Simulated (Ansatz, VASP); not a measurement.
Ge in VASP and in Ansatz

File INCAR:

```
  PREC = Accurate
  ENCUT = 600
  EDIFF = 1E-6
  ISMEAR = -1
  SIGMA = 0.05
  LREAL = False
  LASPH = True
  NELM = 100
  ALGO = Normal
  ISIF = 3
  LWAVE = False
  LCHARG = False
  GGA = PE
  IBRION = 2
  NSW = 60
  EDIFFG = -0.005
```

Contents of KPOINTS:

```
regular mesh
0
Gamma
  12 12 12
```

File POSCAR:

```
Ge
1.0
    0.0000000000      2.8744485395      2.8744485395
    2.8744485395      0.0000000000      2.8744485395
    2.8744485395      2.8744485395      0.0000000000
Ge
2
Direct
   -0.1250000000     -0.1250000000     -0.1250000000
    0.1250000000      0.1250000000      0.1250000000
```

Input for Ansatz:

```yaml
crystal:
  lattice:
    - [0.0, 2.8744485395, 2.8744485395]
    - [2.8744485395, 0.0, 2.8744485395]
    - [2.8744485395, 2.8744485395, 0.0]
  atoms:
    - { symbol: Ge, position: [-0.125, -0.125, -0.125] }
    - { symbol: Ge, position: [0.125, 0.125, 0.125] }
kpoints:
  mp_grid: { grid: [12, 12, 12] }
scf:
  occupations: { method: fermi_dirac, width: 0.05 }
hamiltonian:
  xc: pbe
  pseudopotentials: { kind: paw }
output:
  forces: true
  stress: true
relax:
  f_tol: 0.005
  max_steps: 40
  cell: {}
```

Alike in both runs: task relaxation of cell and atoms; functional PBE; k mesh 12 × 12 × 12; occupations fermi-dirac, width 0.05 eV; no spin polarisation.

|  | VASP | Ansatz |
| --- | --- | --- |
| version | VASP 6.6.1 | Ansatz 0.2.0 |
| potentials or method | VASP PAW PBE potentials, release 64 (Ge_d) | PAW with Ansatz's default frozen-core files, scalar-relativistic |
| plane-wave cutoff (eV) | 600 | 420 |
| valence electrons in the cell | 28 | 28 |

|  | VASP | Ansatz | Ansatz less VASP |
| --- | --- | --- | --- |
| relaxed volume (Å³/atom) | 23.88 | 23.91 | +0.027 |
| relaxed length of the cell vector where the two differ most in proportion (Å) | 4.072 | 4.074 | +0.0015 |
